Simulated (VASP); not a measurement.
## Cr: single point with PBE

Crystal: Cr.

```
Cr
1.0
     2.62421    0.00000    0.00000
    -1.31210    2.27263    0.00000
     0.00000    0.00000    8.45892
Cr
4
Direct
  0.00000 0.00000 0.00000
  0.33333 0.66667 0.25000
  0.00000 0.00000 0.50000
  0.66667 0.33333 0.75000
```

```json
{
  "Program": "VASP 6.6.1",
  "Task": "single point",
  "Functional": "PBE",
  "Potentials or basis": "VASP PAW PBE potentials, release 64 (Cr_pv)",
  "Cutoff": "520 eV",
  "k mesh": "6 × 6 × 2",
  "Occupations": "gaussian, width 0.1 eV",
  "Spin": "collinear spin, ferromagnetic start",
  "Starting moments": "[3.0, 3.0, 3.0, 3.0] μB"
}
```

* Pressure: -12.3 GPa
* Net moment: 1.22 μB per cell
* Site moments: Cr +0.45, +0.12 μB
* Valence electrons inside the program's atomic spheres: Cr 10.90, 10.89

Stress tensor (GPa, compression positive):
```
-12.81   0.00   0.00
  0.00 -12.81   0.00
  0.00   0.00 -11.26
```

Levels at points of the mesh, in eV from the Fermi level:
Spin up:
```tsv
k point	band 21	band 22	band 23	band 24	band 25	band 26	band 27	band 28
(0.00, 0.00, 0.00)	-0.66	-0.66	-0.45	-0.25	-0.25	-0.22	-0.22	0.68
(0.50, 0.00, 0.00)	-0.92	-0.67	-0.12	0.53	0.70	1.38	2.05	2.05
(0.00, 0.00, 0.50)	-0.58	-0.58	-0.38	-0.38	-0.37	-0.37	-0.37	-0.37
(0.50, 0.00, 0.50)	-0.32	-0.32	-0.13	-0.13	0.63	0.63	1.72	1.72
```
Spin down:
```tsv
k point	band 21	band 22	band 23	band 24	band 25	band 26
(0.00, 0.00, 0.00)	-0.34	-0.34	-0.17	-0.08	-0.08	0.12
(0.50, 0.00, 0.00)	-0.79	-0.46	0.18	0.76	0.89	1.48
(0.00, 0.00, 0.50)	-0.30	-0.30	-0.23	-0.23	-0.12	-0.12
(0.50, 0.00, 0.50)	-0.12	-0.12	0.13	0.13	0.80	0.80
```

Wall time 44 s on 1 thread of Intel(R) Xeon(R) 6975P-C (Granite Rapids), on a shared host, peak memory 0.19 GiB.

Caveat: the k points lie up to 0.46 Å⁻¹ apart.
